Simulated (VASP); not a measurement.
Write the native input for VASP 6.6.1 that does the following.

```yaml
Task: relaxation of cell and atoms
Functional: PBE
Potentials_or_basis: VASP PAW PBE potentials, release 64 (K_sv, Hf_pv, Se)
Cutoff: 600 eV
k_mesh: 6 × 6 × 10
Occupations: gaussian, width 0.1 eV
Spin: no spin polarisation
Dipole_correction: no
Further_INCAR_settings: ALGO = Normal; EDIFF = 1e-07; IBRION = 2; EDIFFG = -0.01; NSW = 100; ISIF = 3
```

The structure of K2HfSe3 lies in POSCAR:

```
K2HfSe3
1.0
    6.9591091300      0.0000000000      0.0000000000
   -3.4795545700      6.0267653000      0.0000000000
    0.0000000000      0.0000000000      4.0906366500
K Hf Se
2 1 3
Direct
    0.3333333300      0.6666666700      0.5000000000
    0.6666666700      0.3333333300      0.5000000000
    0.0000000000      0.0000000000      0.5000000000
    0.0000000000      0.5000000000      0.0000000000
    0.5000000000      0.0000000000      0.0000000000
    0.5000000000      0.5000000000      0.0000000000
```

The cell was generated, and may not be a known phase.

The input as run:

INCAR

```
ALGO = Normal ; EDIFF = 1E-7
EDIFFG = -0.01 ; ENCUT = 600
GGA = PE ; IBRION = 2
ISIF = 3 ; ISMEAR = 0
LASPH = T ; LCHARG = F
LREAL = F ; LWAVE = F
NELM = 60 ; NSW = 100
PREC = Accurate ; SIGMA = 0.1
```

KPOINTS

```
k-points
0
Gamma
  6 6 10
```

Potentials or basis: VASP PAW PBE potentials, release 64 (K_sv, Hf_pv, Se).

Launch:

```sh
$ cat potpaw_PBE.64/K_sv/POTCAR potpaw_PBE.64/Hf_pv/POTCAR potpaw_PBE.64/Se/POTCAR > POTCAR
$ mpirun -np 1 vasp_std > vasp.out
```

It gave:

```
Relaxed volume                        : 29.42 Å³/atom
Relaxed cell                          : a = 6.297 Å, b = 6.297 Å, c = 5.140 Å, α = 90.00°, β = 90.00°, γ = 120.00°
Space group after relaxing (to 0.1 Å) : P6/mmm (No. 191)
Energy gained by relaxing             : 217.0 meV/atom
Ionic steps                           : 12
Pressure after relaxing               : 0.0 GPa
Band gap on the k mesh                : zero (bands 23 and 24 overlap by 0.69 eV)
```

Caveat: a cell axis changed by over 15 % at a fixed basis, so the end point is rough; spin-orbit coupling is left out, which moves the levels of the heavy elements.

It took 25 min on 1 thread of Intel(R) Xeon(R) 6975P-C (Granite Rapids), with other jobs on the host, peak memory 0.52 GiB.
